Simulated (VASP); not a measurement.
# AlN (Cm) in VASP: single point with r2SCAN

Aim: the single point of AlN with r2SCAN.

Everything below comes from runs of VASP 6.6.1. Logs are shortened: lines on timing, memory, paths and dates and some standing lists are left out, and cuts for length are marked.

## 1. The cell of the first run

Symmetry: Cm, No. 8, monoclinic system. The conventional cell has a = 11.318 Å, b = 3.107 Å, c = 5.381 Å, α = 90.00°, β = 118.39°, γ = 90.00°. Within 2.5 Å of Al (site symmetry m) lie 4 N at 1.92 to 1.96 Å. Within 2.4 Å of Al (site symmetry m) lie 4 N at 1.81 to 1.86 Å. Al (site symmetry m) has 4 N at 1.88 to 1.90 Å within 2.5 Å. Al (site symmetry m) has 4 N at 1.88 to 1.90 Å within 2.5 Å. Within 2.5 Å of N (site symmetry m) lie 4 Al at 1.88 to 1.94 Å. N (site symmetry m) has 4 Al at 1.86 to 1.90 Å within 2.5 Å. N (site symmetry m) has 4 Al at 1.86 to 1.96 Å within 2.5 Å. N (site symmetry m) has 4 Al at 1.81 to 1.92 Å within 2.4 Å.

## 2. Single point, r2SCAN (atoms displaced along a vibrational mode)

File POSCAR:

```
AlN
1.0
   -3.1066653383      0.0000000000      0.0000000000
    0.0000000000      5.3809022080      0.0000000000
    1.5533326691     -2.6904511040     -4.9784048429
Al N
4 4
Direct
    0.9992815626      0.3314797322      0.9985631252
    0.4990255350      0.8334940320      0.9980510700
    0.2495003198      0.9160260262      0.4990006396
    0.7488067778      0.4156144048      0.4976135556
    0.8044974338      0.1381744463      0.6089948676
    0.3121954686      0.6451851227      0.6243909372
    0.0583464512      0.7389513010      0.1166929024
    0.5583464512      0.2110749348      0.1166929024
```

File INCAR.step1:

```
SYSTEM = AlN
ALGO = Normal
EDIFF = 1E-4
ENCUT = 520
GGA = PE
ISMEAR = 0
LASPH = .TRUE.
LCHARG = .FALSE.
LREAL = .FALSE.
LWAVE = .TRUE.
NBANDS = 26
NELM = 80
PREC = Accurate
SIGMA = 0.05
```

File INCAR.step2:

```
SYSTEM = AlN
ALGO = Normal
EDIFF = 1E-6
ENCUT = 520
ISIF = 2
ISMEAR = 0
ISTART = 1
LASPH = .TRUE.
LCHARG = .TRUE.
LELF = .TRUE.
LMIXTAU = .TRUE.
LREAL = .FALSE.
LVHAR = .TRUE.
LWAVE = .FALSE.
METAGGA = R2SCAN
NBANDS = 26
NELM = 80
PREC = Accurate
SIGMA = 0.05
```

File KPOINTS:

```
k-points
0
G
  8 8 8
  0 0 0
```

Potentials or basis: VASP PAW PBE potentials, release 64 (Al, N).

Command:

```bash
> cat potpaw_PBE.64/Al/POTCAR potpaw_PBE.64/N/POTCAR > POTCAR
> cp INCAR.step1 INCAR
> mpirun -np 1 vasp_std > vasp.out
> cp INCAR.step2 INCAR
> mpirun -np 1 vasp_std > vasp.out
```

OUTCAR:

```text
SYSTEM = AlN
   EDIFF = 1E-6
   ENCUT = 520
   ISIF = 2
   ISMEAR = 0
   ISTART = 1
   LASPH = .TRUE.
   LREAL = .FALSE.
   METAGGA = R2SCAN
   NELM = 80
   PREC = Accurate

 ion  position               nearest neighbor table
   1  0.999  0.331  0.999-   8 1.92   8 1.92   5 1.94   7 1.96   4 3.06   4 3.06   3 3.06   3 3.06
                             3 3.07   4 3.08   2 3.10   2 3.10   2 3.12   2 3.12
   2  0.499  0.833  0.998-   8 1.81   7 1.86   7 1.86   6 1.86   3 3.06   4 3.06   4 3.07   4 3.07
                             3 3.07   3 3.07   1 3.10   1 3.10   1 3.12   1 3.12
   3  0.250  0.916  0.499-   5 1.88   5 1.88   6 1.90   7 1.90   2 3.06   1 3.06   1 3.06   1 3.07
                             2 3.07   2 3.07   4 3.11   4 3.11   4 3.11   4 3.11
   4  0.749  0.416  0.498-   5 1.88   8 1.90   6 1.90   6 1.90   1 3.06   1 3.06   2 3.06   2 3.07
                             2 3.07   1 3.08   3 3.11   3 3.11   3 3.11   3 3.11
   5  0.804  0.138  0.609-   4 1.88   3 1.88   3 1.88   1 1.94
   6  0.312  0.645  0.624-   2 1.86   3 1.90   4 1.90   4 1.90
   7  0.058  0.739  0.117-   2 1.86   2 1.86   3 1.90   1 1.96
   8  0.558  0.211  0.117-   2 1.81   4 1.90   1 1.92   1 1.92

  LATTYP: Found a body centered orthorhombic cell.
 ALAT       =     3.1066653383
 B/A-ratio  =     1.7320508076
 C/A-ratio  =     3.2049830289

  Lattice vectors:

 A1 = (  -1.5533326691,   2.6904511040,   4.9784048429)
 A2 = (   1.5533326692,  -2.6904511040,   4.9784048429)
 A3 = (   1.5533326691,   2.6904511040,  -4.9784048429)

Analysis of symmetry for initial positions (statically):
=====================================================================
 Subroutine PRICEL returns:
 Original cell was already a primitive cell.

 Routine SETGRP: Setting up the symmetry group for a
 body centered orthorhombic supercell.

 Subroutine GETGRP returns: Found  2 space group operations
 (whereof  2 operations were pure point group operations)
 out of a pool of  8 trial point group operations.

The static configuration has the point symmetry C_1h.

Analysis of symmetry for dynamics (positions and initial velocities):
=====================================================================
 Subroutine PRICEL returns:
 Original cell was already a primitive cell.

 Routine SETGRP: Setting up the symmetry group for a
 body centered orthorhombic supercell.

 Subroutine GETGRP returns: Found  2 space group operations
 (whereof  2 operations were pure point group operations)
 out of a pool of  8 trial point group operations.

The dynamic configuration has the point symmetry C_1h.

 Subroutine INISYM returns: Found  2 space group operations
 (whereof  2 operations are pure point group operations),
[... 117 lines left out ...]
   TEBEG  =    0.0;   TEEND  =   0.0 temperature during run
   PSTRESS=    0.0 pullay stress
   NELECT =      32.0000    total number of electrons
   NUPDOWN=      -1.0000    fix difference up-down
   EMIN   =  10.00;   EMAX   =-10.00  energy-range for DOS
   EFERMI =   0.00;   METHOD = LEGACY
   ISMEAR =     0;   SIGMA  =   0.05  broadening in eV -4-tet -1-fermi 0-gaus
   EFERMI_NEDOS =   21; number of points for ismear=-14 and -15
   IALGO  =     38    algorithm
   IMIX   =      4    mixing-type and parameters
     AMIX     =   0.40;   BMIX     =  1.00
     AMIX_MAG =   1.60;   BMIX_MAG =  1.00
  volume/ion in A,a.u.               =      10.40        70.20
  Fermi-wavevector in a.u.,A,eV,Ry     =   1.190451  2.249626 19.281821  1.417174
  Thomas-Fermi vector in A             =   2.326535
   LORBIT       =      0    0 simple, 1 ext, 2 COOP (PROOUT), +10 PAW based schemes
   METAGGA = R2SCAN    functional components
   LHFCALC =     F    Hartree Fock is set to
   AEXX    =    0.0000 exact exchange contribution
   IVDW    =     0    specifies the selected vdW correction
   LEPSILON=     F    determine dielectric tensor
   LRPA    =     F    only Hartree local field effects (RPA)
 non-spin polarized calculation
 Gauss-broadening in eV      SIGMA  =   0.05
  energy-cutoff  :      520.00
  volume of cell :       83.22
 maximum number of plane-waves:      2256
   NGX = 11   NGY = 21   NGZ = 21

 number of electron      32.0000000 magnetization

 Free energy of the ion-electron system (eV)
  ---------------------------------------------------
  ext. energy  EPLUGINS =         0.00000000
  ---------------------------------------------------
  free energy    TOTEN  =       -76.70738881 eV

  energy without entropy =      -76.70738881  energy(sigma->0) =      -76.70738881

 E-fermi :   6.1549     XC(G=0): -11.4178

 val. band max:        5.9328110325   @ k =   0.0000   0.0000   0.0000
 cond. band min:      10.7953439490   @ k =   0.0000   0.0000   0.0000
 fundamental gap:      4.8625329164
 Fermi energy:         6.1549214461

 k-point     1 :       0.0000    0.0000    0.0000
  band No.  band energies     occupation
      1     -10.0672      2.00000
      2      -7.9581      2.00000
      3      -7.7486      2.00000
      4      -7.7091      2.00000
      5      -0.1576      2.00000
      6       0.2507      2.00000
[... 685 lines left out ...]
     25      17.6173      0.00000
     26      18.3627      0.00000

 [... further k-points ...]

------------------------ aborting loop because EDIFF is reached ----------------------------------------

  FORCE on cell =-STRESS in cart. coord.  units (eV):
  Direction    XX          YY          ZZ          XY          YZ          ZX
  --------------------------------------------------------------------------------------
  -------------------------------------------------------------------------------------
  Total        0.0735231      0.2857900      0.0664336     -0.0000000     -0.2076633      0.0000000
  in kB        1.4154509      5.5019642      1.2789656     -0.0000000     -3.9978872      0.0000000
  external PRESSURE =       2.7321269 kB  Pullay stress =       0.0000000 kB

 VOLUME and BASIS-vectors are now :
 -----------------------------------------------------------------------------
  energy-cutoff  :      520.00
  volume of cell :       83.22
      direct lattice vectors                 reciprocal lattice vectors
    -3.106665338  0.000000000  0.000000000    -0.321888550  0.000000000 -0.100433777
     0.000000000  5.380902208  0.000000000     0.000000000  0.185842441 -0.100433777
     1.553332669 -2.690451104 -4.978404843     0.000000000  0.000000000 -0.200867553

 POSITION                                       TOTAL-FORCE (eV/Angst)
 -----------------------------------------------------------------------------------
     -1.55333     -0.90293     -4.97125         0.000000      0.180201      0.101664
     -0.00000      1.79974     -4.96870        -0.000000     -0.530690     -0.013528
     -0.00000      3.58651     -2.48423         0.000000      0.042235      0.194680
     -1.55333      0.89758     -2.47732        -0.000000     -0.039120     -0.179577
     -1.55333     -0.89497     -3.03182        -0.000000     -0.064512     -1.035968
     -0.00000      1.79178     -3.10847         0.000000      0.042826      1.148544
     -0.00000      3.66227     -0.58094        -0.000000     -1.966639     -0.094504
     -1.55333      0.82182     -0.58094        -0.000000      2.335699     -0.121311
 -----------------------------------------------------------------------------------
    total drift:                               -0.000035      0.000125      0.012330

  FREE ENERGIE OF THE ION-ELECTRON SYSTEM (eV)
  ---------------------------------------------------
  free  energy   TOTEN  =       -76.7073888051 eV

  energy  without entropy=      -76.7073888051  energy(sigma->0) =      -76.70738881
```

Wall time 12 min (1 thread of Intel Xeon Platinum 8259CL at 2.50GHz (Skylake/Cascade Lake), shared host); peak memory 0.37 GiB.

What came out:

* Free energy: -76.7074 eV
* Pressure: 0.3 GPa
* Largest force: 2.339 eV/Å
* Band gap on the k mesh: 4.86 eV

Forces on the atoms (eV/Å):
```
Al   0.000  0.180  0.102
Al   0.000 -0.531 -0.014
Al   0.000  0.042  0.195
Al   0.000 -0.039 -0.180
N    0.000 -0.065 -1.036
N    0.000  0.043  1.149
N    0.000 -1.967 -0.095
N    0.000  2.336 -0.121
```

Caveat: the cell differs from its parent crystal (atoms displaced along a vibrational mode); the PAW data sets were made with another functional, which shifts forces and pressure a little.
